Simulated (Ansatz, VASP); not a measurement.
# One calculation of C, two programs

The input POSCAR:

```
C
1.0
    2.4558081961      0.0000000000      0.0000000000
   -1.2279040980      2.1267922846      0.0000000000
    0.0000000000      0.0000000000      7.0364232441
C
4
Direct
    0.0000000000      0.0000000000      0.2500000000
    0.0000000000      0.0000000000      0.7500000000
    0.3333333333      0.6666666667      0.2500000000
    0.6666666667      0.3333333333      0.7500000000
```

INCAR.step1

```
SYSTEM = C
PREC = Accurate ; ENCUT = 600
ISMEAR = 0 ; SIGMA = 0.1
LREAL = .False. ; LASPH = .True.
NELM = 100 ; GGA = PE
ALGO = Normal ; EDIFF = 1E-4
LWAVE = .True. ; LCHARG = .False.
```

File INCAR.step2:

```
SYSTEM = C
PREC = Accurate ; ENCUT = 600
EDIFF = 1E-7 ; ISMEAR = 0
SIGMA = 0.1 ; LREAL = .False.
LASPH = .True. ; NELM = 100
ALGO = Normal ; ISIF = 3
LWAVE = .False. ; LCHARG = .False.
METAGGA = R2SCAN ; LMIXTAU = .True.
IBRION = 2 ; NSW = 100
EDIFFG = -0.005 ; ISTART = 1
```

Contents of KPOINTS:

```
regular mesh
0
Gamma
  18 18 6
  0 0 0
```

Input for Ansatz:

```yaml
crystal:
  lattice:
    - [2.4558081961, 0.0, 0.0]
    - [-1.227904098, 2.1267922846, 0.0]
    - [0.0, 0.0, 7.0364232441]
  atoms:
    - { symbol: C, position: [0.0, 0.0, 0.25] }
    - { symbol: C, position: [0.0, 0.0, 0.75] }
    - { symbol: C, position: [0.3333333333, 0.6666666667, 0.25] }
    - { symbol: C, position: [0.6666666667, 0.3333333333, 0.75] }
basis:
  ecutwfc: 500
kpoints:
  mp_grid: { grid: [18, 18, 6] }
hamiltonian:
  xc: r2scan
scf:
  occupations: { method: gaussian, width: 0.1 }
output:
  forces: true
  stress: true
  eigenvalues: true
relax:
  adjacent_minimum: "off"
  f_tol: 0.005
  max_steps: 80
  cell: { stress_tol: 0.05 }
```

Alike in both runs: task relaxation of cell and atoms; functional r2SCAN; k mesh 18 × 18 × 6; occupations gaussian, width 0.1 eV; no spin polarisation.

```csv
,VASP,Ansatz
version,VASP 6.6.1,Ansatz 0.2.0
potentials or method,"VASP PAW PBE potentials, release 64 (C), cutoff 600 eV","scalar-relativistic, plane waves, PAW"
valence electrons in the cell,16,16
```

VASP gave:

```
gap on the k mesh at the Fermi level, each at its own relaxed structure (eV) : none
relaxed volume (Å³/atom)                                                     : 9.06
relaxed cell length with the largest relative difference (Å)                 : 6.931
```

Estimate Ansatz's values.

gap on the k mesh at the Fermi level, each at its own relaxed structure (eV): none; relaxed volume (Å³/atom): 9.19; relaxed cell length with the largest relative difference (Å): 7.036.

VASP's potentials were made for PBE, not for r2SCAN. A gap of «none» marks a metal or a gap that the smearing closes.
